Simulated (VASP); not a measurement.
Runs of VASP 6.6.1 on MgB2. The structure is that of space group P6/mmm (No. 191), or close to it. The cells are those of the table. 

```tsv
task	cell	cutoff (eV)	gap on the mesh (eV)	pressure (GPa)
single point	a = 2.995, b = 2.995, c = 3.354 Å, angles 90.0, 90.0, 120.0°, 3 atoms	520	none	15.1
relaxation of cell and atoms	relaxed to 7 GPa from a = 3.065, b = 3.065, c = 3.497 Å, angles 90.0, 90.0, 120.0°, 3 atoms	600	none	7.0
relaxation of cell and atoms	relaxed to 1 GPa from a = 3.065, b = 3.065, c = 3.497 Å, angles 90.0, 90.0, 120.0°, 3 atoms	600	none	1.0
single point	a = 3.016, b = 3.016, c = 3.397 Å, angles 90.0, 90.0, 120.0°, 3 atoms	520	none	(a)
single point	a = 3.044, b = 3.044, c = 3.453 Å, angles 90.0, 90.0, 120.0°, 3 atoms	520	none	4.0
```

Alike in all rows: level PBEsol; potentials or basis VASP PAW PBE potentials, release 64 (Mg, B); no spin polarisation; k mesh 16 × 16 × 12; smearing fermi-dirac 0.1 eV.

**Question.** Fill in the values left out.

**Answer.** (a) 10.1.

Caveats: the PAW data sets were made with another functional, which shifts forces and pressure a little; the cell stands under pressure (at least some runs); the cell is relaxed towards a set pressure, so the run minimises the enthalpy, not the energy (at least some runs).

A gap of «none» marks levels without a gap at the run's occupations.
